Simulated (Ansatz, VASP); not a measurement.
## One calculation of Cd, two programs

Contents of INCAR:

```
SYSTEM = Cd
ALGO = Normal
EDIFF = 1E-7
ENCUT = 520
GGA = PE
ISIF = 2
ISMEAR = 1
LASPH = .TRUE.
LCHARG = .FALSE.
LREAL = .FALSE.
LWAVE = .FALSE.
NBANDS = 19
NELM = 100
PREC = Accurate
SIGMA = 0.1
```

The input KPOINTS:

```
k-points
0
G
  9 9 9
  0 0 0
```

POSCAR

```
Cd
1.0
    0.0000000000      3.2833788727      3.2833788727
    3.2833788727      0.0000000000      3.2833788727
    3.2833788727      3.2833788727      0.0000000000
Cd
2
Direct
    0.0000000000      0.0000000000      0.0000000000
    0.2500000000      0.2500000000      0.2500000000
```

Input for Ansatz:

```yaml
crystal:
  lattice:
    - [0.0, 3.2833788727, 3.2833788727]
    - [3.2833788727, 0.0, 3.2833788727]
    - [3.2833788727, 3.2833788727, 0.0]
  atoms:
    - { symbol: Cd, position: [0.0, 0.0, 0.0] }
    - { symbol: Cd, position: [0.25, 0.25, 0.25] }
kpoints:
  mp_grid: { grid: [9, 9, 9] }
scf:
  occupations: { method: methfessel_paxton, width: 0.1 }
  convergence: { dr2_threshold: 1.0e-11 }
hamiltonian:
  xc: pbe
  pseudopotentials: { kind: all_electron, lapw: { basis_error: 0.00025 } }
output:
  forces: true
  stress: true
  eigenvalues: true
```

Alike in both runs: task single point; functional PBE; k mesh 9 × 9 × 9; occupations methfessel-paxton of order 1, width 0.1 eV; no spin polarisation.

|  | VASP | Ansatz |
| --- | --- | --- |
| version | VASP 6.6.1 | Ansatz 0.2.0 |
| potentials or method | VASP PAW PBE potentials, release 64 (Cd), cutoff 520 eV | all-electron LAPW, scalar-relativistic |

|  | VASP | Ansatz | Ansatz less VASP |
| --- | --- | --- | --- |
| gap on the k mesh at the Fermi level (eV) | none | none | - |
| pressure (GPa) | 0.8 | 0.7 | -0.16 |

A gap of «none» marks a metal or a gap that the smearing closes. Ansatz ran all-electron here, and VASP with PAW potentials.
